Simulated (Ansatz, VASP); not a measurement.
# SnO in VASP and in Ansatz

The input POSCAR:

```
SnO
1.0
    3.3718188519      0.0498377065      0.0436296781
    0.0842873050      5.6622840836     -0.1872316662
    0.0549039993     -0.1393147672      4.1691903401
Sn O
2 2
Direct
    0.0041335264      0.2379736670      0.5105599055
    0.5074742532      0.7557166910      0.0257096885
   -0.0018497507      0.8966100565      0.7342035245
    0.4902419711      0.1096995854      0.2295288815
```

The input INCAR.step1:

```
SYSTEM = SnO
ALGO = Normal
EDIFF = 1E-4
ENCUT = 520
GGA = PE
ISMEAR = 0
LASPH = .TRUE.
LCHARG = .FALSE.
LREAL = .FALSE.
LWAVE = .TRUE.
NBANDS = 28
NELM = 60
PREC = Accurate
SIGMA = 0.05
```

INCAR.step2

```
SYSTEM = SnO
ALGO = Normal
EDIFF = 1E-6
ENCUT = 520
ISIF = 2
ISMEAR = 0
ISTART = 1
LASPH = .TRUE.
LCHARG = .TRUE.
LELF = .TRUE.
LMIXTAU = .TRUE.
LREAL = .FALSE.
LVHAR = .TRUE.
LWAVE = .FALSE.
METAGGA = R2SCAN
NBANDS = 28
NELM = 60
PREC = Accurate
SIGMA = 0.05
```

File KPOINTS:

```
k-points
0
G
  8 6 6
  0 0 0
```

Input for Ansatz:

```yaml
crystal:
  lattice:
    - [3.3718188519, 0.0498377065, 0.0436296781]
    - [0.084287305, 5.6622840836, -0.1872316662]
    - [0.0549039993, -0.1393147672, 4.1691903401]
  atoms:
    - { symbol: Sn, position: [0.0041335264, 0.237973667, 0.5105599055] }
    - { symbol: Sn, position: [0.5074742532, 0.755716691, 0.0257096885] }
    - { symbol: O, position: [-0.0018497507, 0.8966100565, 0.7342035245] }
    - { symbol: O, position: [0.4902419711, 0.1096995854, 0.2295288815] }
basis:
  ecutwfc: 500
kpoints:
  mp_grid: { grid: [8, 6, 6] }
hamiltonian:
  xc: r2scan
scf:
  occupations: { method: gaussian, width: 0.05 }
output:
  forces: true
  stress: true
  eigenvalues: true
```

Change from the starting cell: all atoms moved at random (sigma 0.03 Å a component), cell strained at random (sigma 0.03).

Alike in both runs: task single point; functional r2SCAN; k mesh 8 × 6 × 6; occupations gaussian, width 0.05 eV; no spin polarisation.

|  | VASP | Ansatz |
| --- | --- | --- |
| version | VASP 6.6.1 | Ansatz 0.2.0 |
| potentials or method | VASP PAW PBE potentials, release 64 (Sn_d, O), cutoff 520 eV | scalar-relativistic, plane waves, PAW |
| valence electrons in the cell | 40 | 40 |

|  | VASP | Ansatz | Ansatz less VASP |
| --- | --- | --- | --- |
| gap on the k mesh at the Fermi level (eV) | 1.44 | 1.46 | +0.012 |
| least direct gap on the mesh (eV) | 2.11 | 2.12 | +0.012 |
| pressure (GPa) | -4.7 | -5.1 | -0.39 |
| traceless stress, the component that is largest in VASP (GPa) | 4.97 | 4.93 | -0.040 |
| rms of the force components (eV/Å) | 0.677 | 0.711 | +0.0348 |

VASP's potentials were made for PBE, not for r2SCAN. Atom by atom the forces differ by 0.051 eV/Å (rms over components). The functional is the same, so the differences come from potentials, cutoffs and numerics.
